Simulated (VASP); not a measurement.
# MgAl16 in VASP: notebook

Runs on MgAl16. Level: PBE. Tasks: single point.

All numbers are computed with VASP 6.6.1; they aren't measurements. Logs are shortened: lines on timing, memory, paths and dates and some standing lists are left out, and cuts for length are marked.

## Step 1: The cell of the first run

The cell holds a slab with vacuum, 17 atoms: a = 8.100 Å, b = 5.728 Å, c = 16.296 Å, α = 90.00°, β = 90.00°, γ = 90.00°.

## Step 2: Single point, PBE

INCAR

```
SYSTEM = MgAl16
  ALGO = Normal
  EDIFF = 1E-6
  ENCUT = 520
  GGA = PE
  ISIF = 2
  ISMEAR = 0
  LASPH = .True.
  LCHARG = .False.
  LREAL = Auto
  LWAVE = .False.
  NBANDS = 39
  NELM = 100
  PREC = Accurate
  SIGMA = 0.05
```

KPOINTS

```
k-points
0
Gamma
  2 3 1
  0 0 0
```

POSCAR

```
MgAl16
1.0
    8.1000000000      0.0000000000      0.0000000000
    0.0000000000      5.7275650000      0.0000000000
    0.0000000000      0.0000000000     16.2956740000
Al Mg
16 1
Direct
    0.2500000000      0.2499999564      0.0613659797
    0.7500000000      0.2499999564      0.0613659797
    0.2500000000      0.7500000436      0.0613659797
    0.7500000000      0.7500000436      0.0613659797
    0.0018525926      0.0020249443      0.1382645480
    0.4980945679      0.0020542761      0.1382299990
    0.0001003704      0.5032964270      0.1379679662
    0.4998845679      0.5033772642      0.1380404394
    0.2499820988      0.2561551026      0.2213415045
    0.7498728395      0.2537924930      0.2282663485
    0.2499519753      0.7502296351      0.2280843370
    0.7498301235      0.7673816011      0.2277388465
    0.0069729630      0.0123233870      0.3059749477
    0.4928656790      0.0121423327      0.3059668474
   -0.0105174074      0.5176037286      0.3040875143
    0.5101960494      0.5171993683      0.3042781170
    0.2497077778      0.3310890405      0.3938826341
```

Potentials or basis: VASP PAW PBE potentials, release 64 (Al, Mg).

Run with:

```console
$ cat potpaw_PBE.64/Al/POTCAR potpaw_PBE.64/Mg/POTCAR > POTCAR
$ mpirun -np 1 vasp_std > vasp.out
```

OUTCAR:

```text
SYSTEM = MgAl16
   EDIFF = 1E-6
   ENCUT = 520
   GGA = PE
   ISIF = 2
   ISMEAR = 0
   LASPH = .True.
   LREAL = Auto
   NELM = 100
   PREC = Accurate

 ion  position               nearest neighbor table
   1  0.250  0.250  0.061-   9 2.61   6 2.76   5 2.76   7 2.79   8 2.79   3 2.86   3 2.86
   2  0.750  0.250  0.061-  10 2.72   6 2.78   5 2.78   7 2.79   8 2.79   4 2.86   4 2.86
   3  0.250  0.750  0.061-  11 2.72   7 2.77   8 2.77   6 2.77   5 2.77   1 2.86   1 2.86
   4  0.750  0.750  0.061-  12 2.71   7 2.77   8 2.77   5 2.80   6 2.80   2 2.86   2 2.86
   5  0.002  0.002  0.138-  13 2.73   1 2.76   3 2.77   2 2.78   4 2.80   9 2.83  12 2.85   7 2.86
                             7 2.87  11 2.87  10 2.90
   6  0.498  0.002  0.138-  14 2.73   1 2.76   3 2.77   2 2.78   4 2.80   9 2.83  12 2.84   8 2.86
                             8 2.87  11 2.87  10 2.90
   7  0.000  0.503  0.138-  15 2.71   3 2.77   4 2.77   1 2.79   2 2.79   9 2.82   5 2.86   5 2.87
                            11 2.87  10 2.88  12 2.92
   8  0.500  0.503  0.138-  16 2.71   3 2.77   4 2.77   1 2.79   2 2.79   9 2.82   6 2.86   6 2.87
                            11 2.87  10 2.88  12 2.92
   9  0.250  0.256  0.221-   1 2.61  14 2.78  13 2.78   8 2.82   7 2.82   5 2.83   6 2.83  11 2.83
                            17 2.84  11 2.90  16 2.92  15 2.92
  10  0.750  0.254  0.228-   2 2.72  15 2.75  16 2.75  12 2.79  14 2.80  13 2.80   8 2.88   7 2.88
                             6 2.90   5 2.90  12 2.94
  11  0.250  0.750  0.228-   3 2.72  14 2.78  13 2.78  15 2.79  16 2.79   9 2.83   8 2.87   7 2.87
                             5 2.87   6 2.87   9 2.90
  12  0.750  0.767  0.228-   4 2.71  15 2.71  16 2.72  10 2.79  14 2.81  13 2.82   6 2.84   5 2.85
                             8 2.92   7 2.92  10 2.94
  13  0.007  0.012  0.306-   5 2.73   9 2.78  11 2.78  10 2.80  12 2.82  15 2.84  15 2.90  17 3.04

  14  0.493  0.012  0.306-   6 2.73   9 2.78  11 2.78  10 2.80  12 2.81  16 2.84  16 2.90  17 3.04

  15  0.989  0.518  0.304-   7 2.71  12 2.71  10 2.75  17 2.78  11 2.79  13 2.84  13 2.90   9 2.92

  16  0.510  0.517  0.304-   8 2.71  12 2.72  10 2.75  17 2.78  11 2.79  14 2.84  14 2.90   9 2.92

  17  0.250  0.331  0.394-  16 2.78  15 2.78   9 2.84  13 3.04  14 3.04

  LATTYP: Found a simple orthorhombic cell.
 ALAT       =     5.7275650000
 B/A-ratio  =     1.4142135445
 C/A-ratio  =     2.8451312207

  Lattice vectors:

 A1 = (   0.0000000000,  -5.7275650000,   0.0000000000)
 A2 = (   8.1000000000,   0.0000000000,   0.0000000000)
 A3 = (   0.0000000000,   0.0000000000,  16.2956740000)

Analysis of symmetry for initial positions (statically):
=====================================================================
 Subroutine PRICEL returns:
 Original cell was already a primitive cell.

 Routine SETGRP: Setting up the symmetry group for a
 simple orthorhombic supercell.

 Subroutine GETGRP returns: Found  1 space group operations
[... 138 lines left out ...]
   NUPDOWN=      -1.0000    fix difference up-down
   EMIN   =  10.00;   EMAX   =-10.00  energy-range for DOS
   EFERMI =   0.00;   METHOD = LEGACY
   ISMEAR =     0;   SIGMA  =   0.05  broadening in eV -4-tet -1-fermi 0-gaus
   EFERMI_NEDOS =   21; number of points for ismear=-14 and -15
   IALGO  =     38    algorithm
   IMIX   =      4    mixing-type and parameters
     AMIX     =   0.40;   BMIX     =  1.00
     AMIX_MAG =   1.60;   BMIX_MAG =  1.00
  volume/ion in A,a.u.               =      44.47       300.11
  Fermi-wavevector in a.u.,A,eV,Ry     =   0.662047  1.251088  5.963524  0.438307
  Thomas-Fermi vector in A             =   1.734996
   LORBIT       =      0    0 simple, 1 ext, 2 COOP (PROOUT), +10 PAW based schemes
   GGA     = PE    functional components
   LHFCALC =     F    Hartree Fock is set to
   AEXX    =    0.0000 exact exchange contribution
   IVDW    =     0    specifies the selected vdW correction
   LEPSILON=     F    determine dielectric tensor
   LRPA    =     F    only Hartree local field effects (RPA)
 non-spin polarized calculation
 Gauss-broadening in eV      SIGMA  =   0.05
  energy-cutoff  :      520.00
  volume of cell :      756.01
 maximum number of plane-waves:     20376
   NGX = 31   NGY = 21   NGZ = 61

 number of electron      50.0000000 magnetization

 Free energy of the ion-electron system (eV)
  ---------------------------------------------------
  ext. energy  EPLUGINS =         0.00000000
  ---------------------------------------------------
  free energy    TOTEN  =       -55.86046045 eV

  energy without entropy =      -55.84846009  energy(sigma->0) =      -55.85446027

 E-fermi :   0.5159     XC(G=0):  -4.9750

 val. band max:        0.4849383479   @ k =   0.5000   0.0000   0.0000
 cond. band min:       0.5251126186   @ k =   0.0000   0.0000   0.0000
 fundamental gap:      0.0401742706
 Fermi energy:         0.5158956305

 k-point     1 :       0.0000    0.0000    0.0000
  band No.  band energies     occupation
      1      -9.7371      2.00000
      2      -7.5562      2.00000
      3      -7.5158      2.00000
      4      -7.2953      2.00000
      5      -5.3500      2.00000
      6      -5.3104      2.00000
[... 149 lines left out ...]
     36       3.0584      0.00000
     37       3.0588      0.00000
 [bands above 37 left out]

------------------------ aborting loop because EDIFF is reached ----------------------------------------

  FORCE on cell =-STRESS in cart. coord.  units (eV):
  Direction    XX          YY          ZZ          XY          YZ          ZX
  --------------------------------------------------------------------------------------
  -------------------------------------------------------------------------------------
  Total        5.3362127     -5.7077361     -0.1120427     -0.0003308     -0.7248208      0.0052356
  in kB       11.3087953    -12.0961481     -0.2374471     -0.0007010     -1.5360801      0.0110957
  external PRESSURE =      -0.3416000 kB  Pullay stress =       0.0000000 kB

 VOLUME and BASIS-vectors are now :
 -----------------------------------------------------------------------------
  energy-cutoff  :      520.00
  volume of cell :      756.01
      direct lattice vectors                 reciprocal lattice vectors
     8.100000000  0.000000000  0.000000000     0.123456790  0.000000000  0.000000000
     0.000000000  5.727565000  0.000000000     0.000000000  0.174594265  0.000000000
     0.000000000  0.000000000 16.295674000     0.000000000  0.000000000  0.061365980

 POSITION                                       TOTAL-FORCE (eV/Angst)
 -----------------------------------------------------------------------------------
      2.02500      1.43189      1.00000         0.000532      0.114042     -0.300695
      6.07500      1.43189      1.00000        -0.000845      0.012980      0.106462
      2.02500      4.29567      1.00000         0.000142     -0.062323      0.100166
      6.07500      4.29567      1.00000        -0.000308      0.039448      0.090830
      0.01501      0.01160      2.25311         0.004334     -0.000705      0.002271
      4.03457      0.01177      2.25255        -0.004634     -0.000220      0.002425
[... 9 lines left out ...]
      4.13259      2.96229      4.95842        -0.026051      0.020007      0.012615
      2.02263      1.89633      6.41858        -0.000504     -0.176750     -0.044667
 -----------------------------------------------------------------------------------
    total drift:                               -0.000370      0.006082     -0.000321

  FREE ENERGIE OF THE ION-ELECTRON SYSTEM (eV)
  ---------------------------------------------------
  free  energy   TOTEN  =       -55.8604604499 eV

  energy  without entropy=      -55.8484600857  energy(sigma->0) =      -55.85446027
```

OSZICAR:

```text
N       E                     dE             d eps       ncg     rms          rms(c)
DAV:   1     0.152126058493E+03    0.15213E+03   -0.14822E+04   312   0.905E+02
DAV:   2    -0.487179031613E+02   -0.20084E+03   -0.18662E+03   387   0.149E+02
DAV:   3    -0.603359489715E+02   -0.11618E+02   -0.11239E+02   392   0.343E+01
[... 14 lines left out ...]
DAV:  18    -0.558604324342E+02   -0.15071E-03   -0.11818E-05   369   0.121E-02    0.233E-03
DAV:  19    -0.558604486793E+02   -0.16245E-04   -0.17142E-06   313   0.510E-03    0.149E-03
DAV:  20    -0.558604584110E+02   -0.97317E-05   -0.94170E-07   305   0.312E-03    0.530E-04
DAV:  21    -0.558604599285E+02   -0.15175E-05   -0.16180E-07   289   0.157E-03    0.257E-04
DAV:  22    -0.558604604499E+02   -0.52136E-06   -0.13488E-07   265   0.120E-03
   1 F= -.55860460E+02 E0= -.55854460E+02  d E =-.120004E-01
```

stdout:

```text
POSCAR found type information on POSCAR AlMg
 POSCAR found :  2 types and      17 ions
 scaLAPACK will be used
 LDA part: xc-table for (Slater+PW92), standard interpolation
 POSCAR, INCAR and KPOINTS ok, starting setup
 FFT: planning ... GRIDC
 FFT: planning ... GRID_SOFT
 FFT: planning ... GRID
 WAVECAR not read
 entering main loop
```

Run time: 4.8 min. Hardware: 1 thread of Intel Xeon 8259CL, shared host; peak memory 0.7 GiB.

Results:

```yaml
Free_energy: -55.8605 eV
Largest_force: 0.322 eV/Å
Band_gap_on_the_k_mesh: zero (bands 25 and 26 overlap by 0.33 eV)
```

Forces in eV/Å, atoms in the order of the input:
```
Al   0.001  0.114 -0.301
Al  -0.001  0.013  0.106
Al   0.000 -0.062  0.100
Al   0.000  0.039  0.091
Al   0.004 -0.001  0.002
Al  -0.005  0.000  0.002
Al   0.002  0.003  0.001
Al  -0.002  0.002  0.001
Al  -0.001  0.008 -0.013
Al   0.001  0.014  0.008
Al   0.000 -0.009 -0.009
Al   0.001  0.009  0.008
Al   0.000  0.006  0.006
Al  -0.001  0.007  0.007
Al   0.029  0.014  0.020
Al  -0.026  0.020  0.013
Mg  -0.001 -0.177 -0.045
```

Caveat: the k points lie up to 0.39 Å⁻¹ apart; there is no dipole correction, which matters where the two faces differ.

## Step 3: Single point, PBE

INCAR

```
  PREC = Accurate
  ENCUT = 520
  EDIFF = 1E-7
  ISMEAR = 0
  SIGMA = 0.05
  LREAL = Auto
  LASPH = True
  NELM = 60
  ALGO = Normal
  ISIF = 2
  LWAVE = False
  LCHARG = False
  GGA = PE
  NBANDS = 39
```

KPOINTS

```
regular mesh
0
Gamma
  2 3 1
```

POSCAR

```
MgAl16
1.0
    8.1000000000      0.0000000000      0.0000000000
    0.0000000000      5.7275650000      0.0000000000
    0.0000000000      0.0000000000     16.2956740000
Al Mg
16 1
Direct
    0.2500000000      0.2499999564      0.0613659797
    0.7500000000      0.2499999564      0.0613659797
    0.2500000000      0.7500000436      0.0613659797
    0.7500000000      0.7500000436      0.0613659797
    0.0025281481      0.0009386188      0.1379860078
    0.4973997531      0.0009897749      0.1379309012
    0.0003332099      0.5017636640      0.1378023394
    0.4996470370      0.5018666746      0.1379073366
    0.2498495062      0.2549779880      0.2239949695
    0.7497408642      0.2464553436      0.2270749280
    0.2498117284      0.7466967202      0.2283884668
    0.7496660494      0.7676958708      0.2266096511
    0.0069833333      0.0095220220      0.3058293876
    0.4926013580      0.0092870181      0.3057999319
   -0.0189296296      0.5123777731      0.3030377265
    0.5183895062      0.5120938828      0.3033249192
    0.2495443210      0.4162194580      0.3951978298
```

Potentials or basis: VASP PAW PBE potentials, release 64 (Al, Mg).

Run with:

```console
$ cat potpaw_PBE.64/Al/POTCAR potpaw_PBE.64/Mg/POTCAR > POTCAR
$ mpirun -np 1 vasp_std > vasp.out
```

Run time: 5 min. Hardware: 1 thread of Intel Xeon 8259CL, shared host; peak memory 0.7 GiB.

It converged, with:

```yaml
Free_energy: -55.7430 eV
Largest_force: 0.237 eV/Å
Band_gap_on_the_k_mesh: zero (bands 25 and 26 overlap by 0.35 eV)
```

Forces in eV/Å, atoms in the order of the input:
```
Al   0.001  0.182 -0.151
Al  -0.001  0.014  0.025
Al   0.001 -0.155  0.092
Al   0.000  0.013  0.010
Al   0.007 -0.001  0.005
Al  -0.012  0.000  0.006
Al   0.002  0.006  0.006
Al  -0.007  0.005  0.006
Al   0.002  0.000 -0.038
Al   0.001  0.012 -0.003
Al   0.002 -0.015  0.003
Al   0.004  0.029 -0.002
Al  -0.002  0.020  0.010
Al   0.000  0.020  0.012
Al  -0.004  0.042  0.024
Al   0.007  0.042  0.013
Mg  -0.002 -0.216 -0.019
```

Levels at points of the mesh, in eV from the Fermi level:
```
           k point  band 23  band 24  band 25  band 26  band 27  band 28
(0.00, 0.00, 0.00)    -0.78    -0.71    -0.24     0.00     0.10     0.46
(0.50, 0.00, 0.00)    -1.00    -0.93    -0.02     0.29     0.30     0.48
```

Caveat: the k points lie up to 0.39 Å⁻¹ apart; there is no dipole correction, which matters where the two faces differ.

## Step 4: Single point, PBE

INCAR

```
PREC     = Accurate       # precision mode
ENCUT    = 520            # plane-wave cutoff, eV
EDIFF    = 1E-6           # SCF threshold, eV
ISMEAR   = 0              # smearing method
SIGMA    = 0.05           # smearing width, eV
LREAL    = Auto         
LASPH    = T              # aspherical terms in the spheres
NELM     = 100            # most SCF steps
ALGO     = Normal         # electronic algorithm
ISIF     = 2              # what is computed and relaxed
LWAVE    = F              # write WAVECAR
LCHARG   = F              # write CHGCAR
GGA      = PE             # functional
NBANDS   = 39             # bands
```

KPOINTS is that of step 3.

POSCAR

```
MgAl16
1.0
    8.1000000000      0.0000000000      0.0000000000
    0.0000000000      5.7275650000      0.0000000000
    0.0000000000      0.0000000000     16.2956740000
Al Mg
16 1
Direct
    0.2500000000      0.2499999564      0.0613659797
    0.7500000000      0.2499999564      0.0613659797
    0.2500000000      0.7500000436      0.0613659797
    0.7500000000      0.7500000436      0.0613659797
    0.0025082716     -0.0009314604      0.1379990174
    0.4974279012     -0.0009592209      0.1379512133
    0.0003091358      0.4982265588      0.1377931959
    0.4996697531      0.4981472930      0.1378910133
    0.2498167901      0.2534605893      0.2283944806
    0.7496813580      0.2324546295      0.2266417455
    0.2498495062      0.7451819403      0.2238492866
    0.7497474074      0.7534486296      0.2271264140
    0.0070632099     -0.0095778922      0.3058560818
    0.4925098765     -0.0093949174      0.3058377334
   -0.0186340741      0.4874212689      0.3030494474
    0.5181375309      0.4876468447      0.3033171871
    0.2495716049      0.5868621308      0.3951522962
```

Potentials or basis: VASP PAW PBE potentials, release 64 (Al, Mg).

Run with:

```console
$ cat potpaw_PBE.64/Al/POTCAR potpaw_PBE.64/Mg/POTCAR > POTCAR
$ mpirun -np 1 vasp_std > vasp.out
```

OUTCAR:

```text
PREC = Accurate
   ENCUT = 520
   EDIFF = 1E-6
   ISMEAR = 0
   LREAL = Auto
   LASPH = T
   NELM = 100
   ISIF = 2
   GGA = PE

 ion  position               nearest neighbor table
   1  0.250  0.250  0.061-   9 2.72   6 2.76   5 2.76   7 2.77   8 2.77   3 2.86   3 2.86
   2  0.750  0.250  0.061-  10 2.70   7 2.77   8 2.77   5 2.79   6 2.79   4 2.86   4 2.86
   3  0.250  0.750  0.061-  11 2.65   6 2.76   5 2.76   7 2.78   8 2.78   1 2.86   1 2.86
   4  0.750  0.750  0.061-  12 2.70   7 2.78   8 2.78   6 2.79   5 2.79   2 2.86   2 2.86
[... 394 lines left out ...]
  Total        6.0615241     -5.9762697      0.0131333      0.0028548      0.6177596      0.0035153
  in kB       12.8459150    -12.6652393      0.0278327      0.0060500      1.3091901      0.0074498
  external PRESSURE =       0.0695028 kB  Pullay stress =       0.0000000 kB

 VOLUME and BASIS-vectors are now :
 -----------------------------------------------------------------------------
  energy-cutoff  :      520.00
  volume of cell :      756.01
      direct lattice vectors                 reciprocal lattice vectors
     8.100000000  0.000000000  0.000000000     0.123456790  0.000000000  0.000000000
     0.000000000  5.727565000  0.000000000     0.000000000  0.174594265  0.000000000
     0.000000000  0.000000000 16.295674000     0.000000000  0.000000000  0.061365980

 POSITION                                       TOTAL-FORCE (eV/Angst)
 -----------------------------------------------------------------------------------
      2.02500      1.43189      1.00000         0.000818      0.152515      0.092992
      6.07500      1.43189      1.00000        -0.000194     -0.014362      0.011982
      2.02500      4.29567      1.00000         0.001349     -0.179434     -0.159049
      6.07500      4.29567      1.00000        -0.000711     -0.012816      0.027715
      0.02032      5.72223      2.24879         0.006184      0.001284      0.005059
      4.02917      5.72207      2.24801        -0.010804      0.000022      0.006078
[... 9 lines left out ...]
      4.19691      2.79303      4.94276         0.007198     -0.041885      0.013937
      2.02153      3.36129      6.43927        -0.000993      0.221091     -0.021217
 -----------------------------------------------------------------------------------
    total drift:                                0.001455     -0.002507      0.002543

  FREE ENERGIE OF THE ION-ELECTRON SYSTEM (eV)
  ---------------------------------------------------
  free  energy   TOTEN  =       -55.7470744873 eV

  energy  without entropy=      -55.7342417674  energy(sigma->0) =      -55.74065813
```

Run time: 6.1 min. Hardware: 1 thread of Intel Xeon 8259CL, shared host; peak memory 0.7 GiB.

What came out:

- Free energy: -55.7471 eV
- Largest force: 0.240 eV/Å
- Band gap on the k mesh: zero (bands 25 and 26 overlap by 0.35 eV)

Forces in eV/Å, atoms in the order of the input:
```
Al   0.001  0.153  0.093
Al   0.000 -0.014  0.012
Al   0.001 -0.179 -0.159
Al  -0.001 -0.013  0.028
Al   0.006  0.001  0.005
Al  -0.011  0.000  0.006
Al   0.002 -0.006  0.005
Al  -0.007 -0.004  0.006
Al   0.002  0.012  0.003
Al   0.004 -0.033 -0.002
Al   0.002 -0.001 -0.034
Al   0.001 -0.013 -0.002
Al  -0.002 -0.021  0.010
Al   0.000 -0.021  0.012
Al  -0.005 -0.040  0.024
Al   0.007 -0.042  0.014
Mg  -0.001  0.221 -0.021
```

Caveat: the k points lie up to 0.39 Å⁻¹ apart; there is no dipole correction, which matters where the two faces differ.

## Step 5: Summary

| cell | gap on the mesh (eV) | largest force (eV/Å) |
| --- | --- | --- |
| as given, atomic positions A | none | 0.32 |
| as given, atomic positions B | none | 0.24 |
| as given, atomic positions C | none | 0.24 |

Alike in all rows: task single point; level PBE; potentials or basis VASP PAW PBE potentials, release 64 (Al, Mg); no spin polarisation; k mesh 2 × 3 × 1; cutoff (eV) 520; smearing gaussian 0.05 eV.

Caveats: all runs use coarse meshes; there is no dipole correction, which matters where the two faces differ.

Total energies depend on the potentials used, so only differences within one code and one set of settings carry meaning.

The gap in the log of VASP goes by the Fermi energy; the results here count the filled bands.